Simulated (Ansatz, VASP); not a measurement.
Two plane-wave programs on PbF2

File INCAR:

```
  ALGO = Normal
  EDIFF = 1E-7
  ENCUT = 520
  GGA = PE
  ISIF = 2
  ISMEAR = 0
  LASPH = True
  LCHARG = False
  LREAL = False
  LWAVE = False
  NBANDS = 21
  NELM = 100
  PREC = Accurate
  SIGMA = 0.01
```

Contents of KPOINTS:

```
k-points
0
Gamma
  6 6 6
```

Contents of POSCAR:

```
PbF2
1.0
    0.0000000000      3.0591742878      3.0591742878
    3.0591742878      0.0000000000      3.0591742878
    3.0591742878      3.0591742878      0.0000000000
Pb F
1 2
Direct
    0.0000000000      0.0000000000      0.0000000000
    0.2500000000      0.2500000000      0.2500000000
    0.7500000000      0.7500000000      0.7500000000
```

Input for Ansatz:

```yaml
crystal:
  lattice:
    - [0.0, 3.0591742878, 3.0591742878]
    - [3.0591742878, 0.0, 3.0591742878]
    - [3.0591742878, 3.0591742878, 0.0]
  atoms:
    - { symbol: Pb, position: [0.0, 0.0, 0.0] }
    - { symbol: F, position: [0.25, 0.25, 0.25] }
    - { symbol: F, position: [0.75, 0.75, 0.75] }
kpoints:
  mp_grid: { grid: [6, 6, 6] }
hamiltonian:
  xc: pbe
scf:
  occupations: { method: fixed }
  n_extra_bands: 4
output:
  forces: true
  stress: true
  eigenvalues: true
```

Alike in both runs: task single point; functional PBE; k mesh 6 × 6 × 6; no spin polarisation.

|  | VASP | Ansatz |
| --- | --- | --- |
| version | VASP 6.6.1 | Ansatz 0.2.0 |
| potentials or method | VASP PAW PBE potentials, release 64 (Pb_d, F) | plane waves, PAW |
| plane-wave cutoff (eV) | 520 | 420 |
| occupations | gaussian, width 0.01 eV | fixed |
| valence electrons in the cell | 28 | 28 |

Ansatz gave:

- gap on the k mesh at the Fermi level (eV): 4.38
- pressure (GPa): -3.4

**Question.** Which values does VASP return?

**Answer.** gap on the k mesh at the Fermi level (eV): 4.38; pressure (GPa): -3.6.

Spin-orbit coupling is off throughout.
